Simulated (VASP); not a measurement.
# Zn (P6_3/mmc) in VASP: further runs

The runs below take Zn through single point, with LDA.

Program: VASP 6.6.1. These are calculated values, not measurements. Logs are shortened: lines on timing, memory, paths and dates and some standing lists are left out, and cuts for length are marked.

**1. The cell of the first run**

The structure is hexagonal, space group P6_3/mmc (No. 194). Conventional cell: a = 2.505 Å, b = 2.505 Å, c = 4.947 Å, α = 90.00°, β = 90.00°, γ = 120.00°. Within 3.3 Å of Zn (site symmetry -6m2) lie 12 Zn at 2.50 to 2.87 Å.

**2. Single point, LDA (strain -0.0600 x Voigt [1, 1, 0, 0, 0, 0])**

INCAR

```
  PREC = Accurate
  ENCUT = 520
  EDIFF = 1E-7
  ISMEAR = 0
  SIGMA = 0.15
  LREAL = F
  LASPH = T
  NELM = 80
  ALGO = Fast
  ISIF = 2
  LWAVE = F
  LCHARG = T
  LELF = T
  LVHAR = T
  NBANDS = 19
```

KPOINTS

```
Automatic mesh
0
Gamma
  21 21 10
```

POSCAR

```
Zn
1.0
    2.5049101700      0.0000000000      0.0000000000
   -1.2524550850      2.1693158414      0.0000000000
    0.0000000000      0.0000000000      4.9467000000
Zn
2
Direct
    0.3333333333      0.6666666667      0.2500000000
    0.6666666667      0.3333333333      0.7500000000
```

Potentials or basis: VASP PAW LDA potentials, release 64 (Zn).

Run with:

```bash
> cat potpaw_LDA.64/Zn/POTCAR > POTCAR
> mpirun -np 1 vasp_std > vasp.out
```

OUTCAR:

```text
PREC = Accurate
   ENCUT = 520
   EDIFF = 1E-7
   ISMEAR = 0
   LREAL = F
   LASPH = T
   NELM = 80
   ISIF = 2

 ion  position               nearest neighbor table
   1  0.333  0.667  0.250-   2 2.87   2 2.87   2 2.87   2 2.87   2 2.87   2 2.87
   2  0.667  0.333  0.750-   1 2.87   1 2.87   1 2.87   1 2.87   1 2.87   1 2.87

  LATTYP: Found a hexagonal cell.
 ALAT       =     2.5049101700
 C/A-ratio  =     1.9748013559

  Lattice vectors:

 A1 = (   2.5049101700,   0.0000000000,   0.0000000000)
 A2 = (  -1.2524550850,   2.1693158414,   0.0000000000)
 A3 = (   0.0000000000,   0.0000000000,   4.9467000000)

Analysis of symmetry for initial positions (statically):
=====================================================================
 Subroutine PRICEL returns:
 Original cell was already a primitive cell.

 Routine SETGRP: Setting up the symmetry group for a
 hexagonal supercell.

 Subroutine GETGRP returns: Found 24 space group operations
 (whereof 12 operations were pure point group operations)
 out of a pool of 24 trial point group operations.

The static configuration has the point symmetry D_3d.
 The point group associated with its full space group is D_6h.

Analysis of symmetry for dynamics (positions and initial velocities):
=====================================================================
 Subroutine PRICEL returns:
 Original cell was already a primitive cell.

 Routine SETGRP: Setting up the symmetry group for a
 hexagonal supercell.

 Subroutine GETGRP returns: Found 24 space group operations
 (whereof 12 operations were pure point group operations)
 out of a pool of 24 trial point group operations.

The dynamic configuration has the point symmetry D_3d.
 The point group associated with its full space group is D_6h.

 Subroutine INISYM returns: Found 24 space group operations
 (whereof 12 operations are pure point group operations),
 and found     1 'primitive' translations

----------------------------------------------------------------------------------------

                                     Primitive cell

  volume of cell :      26.8801

  direct lattice vectors                    reciprocal lattice vectors
     2.504910170  0.000000000  0.000000000     0.399215913  0.230487415  0.000000000
    -1.252455085  2.169315841  0.000000000     0.000000000  0.460974829  0.000000000
     0.000000000  0.000000000  4.946700000     0.000000000  0.000000000  0.202154972

  length of vectors
     2.504910170  2.504910170  4.946700000     0.460974829  0.460974829  0.202154972

  position of ions in fractional coordinates (direct lattice)
     0.333333333  0.666666667  0.250000000
     0.666666667  0.333333333  0.750000000

  ion indices of the primitive-cell ions
   primitive index   ion index
                 1           1
                 2           2

----------------------------------------------------------------------------------------

 KPOINTS: Automatic mesh

Automatic generation of k-mesh.
 Grid dimensions read from file:
 generate k-points for:   21   21   10

 Generating k-lattice:

  Cartesian coordinates                     Fractional coordinates (reciprocal lattice)
     0.019010282  0.010975591  0.000000000     0.047619048  0.000000000  0.000000000
     0.000000000  0.021951182  0.000000000     0.000000000  0.047619048  0.000000000
     0.000000000  0.000000000  0.020215497     0.000000000  0.000000000  0.100000000

  Length of vectors
     0.021951182  0.021951182  0.020215497

  Shift w.r.t. Gamma in fractional coordinates (k-lattice)
     0.000000000  0.000000000  0.000000000

 Subroutine IBZKPT returns following result:
 ===========================================

 Found    288 irreducible k-points:

 Following reciprocal coordinates:
            Coordinates               Weight
  0.000000  0.000000  0.000000      1.000000
  0.047619 -0.000000  0.000000      6.000000
  0.095238  0.000000  0.000000      6.000000
  0.142857 -0.000000  0.000000      6.000000
  0.190476  0.000000  0.000000      6.000000
  0.238095 -0.000000  0.000000      6.000000
[... 16 lines left out ...]
  0.142857  0.095238  0.000000     12.000000
  0.190476  0.095238  0.000000     12.000000
 [... further k-points ...]
   k-points           NKPTS =    288   k-points in BZ     NKDIM =    288   number of bands    NBANDS=     19
   number of dos      NEDOS =    301   number of ions     NIONS =      2
   total plane-waves  NPLWV =  16000
   dimension x,y,z NGX =    20 NGY =   20 NGZ =   40
   dimension x,y,z NGXF=    40 NGYF=   40 NGZF=   80
   ions per type =               2
   NGX,Y,Z   is equivalent  to a cutoff of  13.27, 13.27, 13.44 a.u.
   NGXF,Y,Z  is equivalent  to a cutoff of  26.55, 26.55, 26.89 a.u.
 SYSTEM =  unknown system
   PREC   = accura    normal or accurate (medium, high low for compatibility)
   ISTART =      0    job   : 0-new  1-cont  2-samecut
   ICHARG =      2    charge: 1-file 2-atom 10-const
   ISPIN  =      1    spin polarized calculation?
   LNONCOLLINEAR =      F non collinear calculations
   LSORBIT =      F    spin-orbit coupling
   LASPH  =      T    aspherical Exc in radial PAW
   ENCUT  =  520.0 eV  38.22 Ry    6.18 a.u.   4.66  4.66  9.20*2*pi/ulx,y,z
   NELM   =     80;   NELMIN=  2; NELMDL= -5     # of ELM steps
   EDIFF  = 0.1E-06   stopping-criterion for ELM
   LREAL  =      F    real-space projection
   EDIFFG = 0.1E-05   stopping-criterion for IOM
   NSW    =      0    number of steps for IOM
   IBRION =     -1    ionic relax: 0-MD 1-quasi-New 2-CG
   NFREE  =      0    steps in history (QN), initial steepest desc. (CG)
   ISIF   =      2    stress and relaxation
   ISYM   =      2    0-nonsym 1-usesym 2-fastsym
   POTIM  = 0.5000    time-step for ionic-motion
   TEBEG  =    0.0;   TEEND  =   0.0 temperature during run
   PSTRESS=    0.0 pullay stress
   NELECT =      24.0000    total number of electrons
   NUPDOWN=      -1.0000    fix difference up-down
   EMIN   =  10.00;   EMAX   =-10.00  energy-range for DOS
   EFERMI =   0.00;   METHOD = LEGACY
   ISMEAR =     0;   SIGMA  =   0.15  broadening in eV -4-tet -1-fermi 0-gaus
   EFERMI_NEDOS =   21; number of points for ismear=-14 and -15
   IALGO  =     68    algorithm
   IMIX   =      4    mixing-type and parameters
     AMIX     =   0.40;   BMIX     =  1.00
     AMIX_MAG =   1.60;   BMIX_MAG =  1.00
  volume/ion in A,a.u.               =      13.44        90.70
  Fermi-wavevector in a.u.,A,eV,Ry     =   1.576407  2.978978 33.811289  2.485060
  Thomas-Fermi vector in A             =   2.677245
   LORBIT       =      0    0 simple, 1 ext, 2 COOP (PROOUT), +10 PAW based schemes
   GGA     = CA    functional components
   LHFCALC =     F    Hartree Fock is set to
   AEXX    =    0.0000 exact exchange contribution
   IVDW    =     0    specifies the selected vdW correction
   LEPSILON=     F    determine dielectric tensor
   LRPA    =     F    only Hartree local field effects (RPA)
 non-spin polarized calculation
 RMM-DIIS sequential band-by-band and
 Gauss-broadening in eV      SIGMA  =   0.15
  energy-cutoff  :      520.00
  volume of cell :       26.88
 maximum number of plane-waves:       751
 NGX is ok and might be reduce to    20
   NGX =  9   NGY =  9   NGZ = 19

 number of electron      24.0000010 magnetization

 Free energy of the ion-electron system (eV)
  ---------------------------------------------------
  ext. energy  EPLUGINS =         0.00000000
  ---------------------------------------------------
  free energy    TOTEN  =        -3.73276392 eV

  energy without entropy =       -3.72878061  energy(sigma->0) =       -3.73077226

 E-fermi :   3.6713     XC(G=0): -12.5404

 val. band max:        3.5422008325   @ k =   0.3810   0.2381   0.3000
 cond. band min:       3.6719476072   @ k =   0.3810   0.0952   0.0000
 fundamental gap:      0.1297467747
 Fermi energy:         3.6713481202

 k-point     1 :       0.0000    0.0000    0.0000
  band No.  band energies     occupation
      1      -7.6321      2.00000
      2      -5.6534      2.00000
      3      -4.7125      2.00000
      4      -4.3361      2.00000
      5      -4.3361      2.00000
      6      -4.2893      2.00000
[... 11 lines left out ...]
     18      25.0927      0.00000
     19      25.8072      0.00000

 k-point     2 :       0.0476   -0.0000    0.0000
  band No.  band energies     occupation
      1      -7.5549      2.00000
      2      -5.6111      2.00000
      3      -4.7004      2.00000
      4      -4.3480      2.00000
      5      -4.3145      2.00000
      6      -4.3008      2.00000
[... 11 lines left out ...]
     18      24.4028      0.00000
     19      26.7256      0.00000

 k-point     3 :       0.0952    0.0000    0.0000
  band No.  band energies     occupation
      1      -7.3255      2.00000
      2      -5.4915      2.00000
      3      -4.6672      2.00000
      4      -4.3792      2.00000
      5      -4.3295      2.00000
      6      -4.2510      2.00000
[... 11 lines left out ...]
     18      23.6093      0.00000
     19      25.7370      0.00000

 k-point     4 :       0.1429   -0.0000    0.0000
  band No.  band energies     occupation
      1      -6.9522      2.00000
      2      -5.3196      2.00000
      3      -4.6253      2.00000
      4      -4.4203      2.00000
      5      -4.3487      2.00000
      6      -4.1501      2.00000
[... 11 lines left out ...]
     18      22.5536      0.00000
     19      23.8551      0.00000

 k-point     5 :       0.1905    0.0000    0.0000
  band No.  band energies     occupation
      1      -6.4569      2.00000
      2      -5.1490      2.00000
      3      -4.5878      2.00000
      4      -4.4568      2.00000
      5      -4.3007      2.00000
      6      -4.2705      2.00000
[... 11 lines left out ...]
     18      21.5579      0.00000
     19      21.5660      0.00000

 k-point     6 :       0.2381   -0.0000    0.0000
  band No.  band energies     occupation
      1      -5.9029      2.00000
      2      -5.0617      2.00000
      3      -4.5356      2.00000
      4      -4.4677      2.00000
      5      -4.4238      2.00000
      6      -4.1466      2.00000
[... 11 lines left out ...]
     18      19.8661      0.00000
     19      21.2888      0.00000

 k-point     7 :       0.2857   -0.0000    0.0000
  band No.  band energies     occupation
      1      -5.4620      2.00000
      2      -5.0764      2.00000
      3      -4.6343      2.00000
      4      -4.4493      2.00000
      5      -4.2501      2.00000
      6      -4.1595      2.00000
[... 11 lines left out ...]
     18      19.9925      0.00000
     19      21.0509      0.00000

 k-point     8 :       0.3333   -0.0000    0.0000
  band No.  band energies     occupation
      1      -5.2925      2.00000
      2      -5.1329      2.00000
      3      -4.7662      2.00000
      4      -4.3290      2.00000
      5      -4.2539      2.00000
      6      -4.0392      2.00000
[... 256 lines left out ...]
 k-point    20 :       0.4286    0.0476    0.0000
  band No.  band energies     occupation
      1      -5.2984      2.00000
      2      -5.2151      2.00000
      3      -4.9372      2.00000
      4      -4.4046      2.00000
      5      -4.1258      2.00000
      6      -4.0483      2.00000
[... 11 lines left out ...]
     18      20.2856      0.00000
     19      21.3245      0.00000

 k-point    21 :       0.4762    0.0476    0.0000
  band No.  band energies     occupation
      1      -5.3105      2.00000
      2      -5.2264      2.00000
      3      -4.9521      2.00000
      4      -4.4189      2.00000
      5      -4.1066      2.00000
      6      -4.0547      2.00000
[... 11 lines left out ...]
     18      20.1925      0.00000
     19      21.2791      0.00000

 k-point    22 :       0.0952    0.0952    0.0000
  band No.  band energies     occupation
      1      -6.7322      2.00000
      2      -5.2207      2.00000
      3      -4.6093      2.00000
      4      -4.4334      2.00000
      5      -4.4103      2.00000
      6      -4.1412      2.00000
[... 11 lines left out ...]
     18      22.9835      0.00000
     19      23.8661      0.00000

 k-point    23 :       0.1429    0.0952    0.0000
  band No.  band energies     occupation
      1      -6.2447      2.00000
      2      -5.0473      2.00000
      3      -4.6066      2.00000
      4      -4.4741      2.00000
      5      -4.3915      2.00000
      6      -4.3257      2.00000
[... 11 lines left out ...]
     18      21.4554      0.00000
     19      21.7432      0.00000

 k-point    24 :       0.1905    0.0952    0.0000
  band No.  band energies     occupation
      1      -5.6981      2.00000
      2      -4.9477      2.00000
      3      -4.5666      2.00000
      4      -4.5029      2.00000
      5      -4.4966      2.00000
      6      -4.2831      2.00000
[... 11 lines left out ...]
     18      20.0416      0.00000
     19      20.7482      0.00000

 [... further k-points ...]
[... 5 lines left out ...]
  --------------------------------------------------------------------------------------
  -------------------------------------------------------------------------------------
  Total        1.1139217      1.1139217     -0.0273835      0.0000000     -0.0000000      0.0000000
  in kB       66.3949025     66.3949025     -1.6321810      0.0000000     -0.0000000      0.0000000
  external PRESSURE =      43.7192080 kB  Pullay stress =       0.0000000 kB

 VOLUME and BASIS-vectors are now :
 -----------------------------------------------------------------------------
  energy-cutoff  :      520.00
  volume of cell :       26.88
      direct lattice vectors                 reciprocal lattice vectors
     2.504910170  0.000000000  0.000000000     0.399215913  0.230487415  0.000000000
    -1.252455085  2.169315841  0.000000000     0.000000000  0.460974829  0.000000000
     0.000000000  0.000000000  4.946700000     0.000000000  0.000000000  0.202154972

 POSITION                                       TOTAL-FORCE (eV/Angst)
 -----------------------------------------------------------------------------------
     -0.00000      1.44621      1.23667         0.000000      0.000000      0.000000
      1.25246      0.72311      3.71002        -0.000000     -0.000000      0.000000
 -----------------------------------------------------------------------------------
    total drift:                               -0.000000      0.000000      0.000000

  FREE ENERGIE OF THE ION-ELECTRON SYSTEM (eV)
  ---------------------------------------------------
  free  energy   TOTEN  =        -3.7327639170 eV

  energy  without entropy=       -3.7287806104  energy(sigma->0) =       -3.73077226
```

Run time: 2.2 min. Hardware: 1 thread of AMD EPYC 9R14 (Zen 4), shared host; peak memory 0.18 GiB.

Results:

```
Free energy            : -3.7328 eV
Pressure               : 4.4 GPa
Band gap on the k mesh : zero (band 12 reaches 5.68 eV, above the bottom of band 13 at 0.12 eV)
```

Levels at points of the mesh, in eV from the Fermi level:
```tsv
k point	band 10	band 11	band 12	band 13	band 14	band 15
(0.00, 0.00, 0.00)	-7.23	-7.23	-4.39	-3.55	12.67	16.99
(0.00, 0.00, 0.50)	-7.32	-7.32	-7.32	3.91	3.91	21.87
```

Caveat: the cell differs from its parent crystal (strain -0.0600 x Voigt [1, 1, 0, 0, 0, 0]).

[end of part 1 of 2]
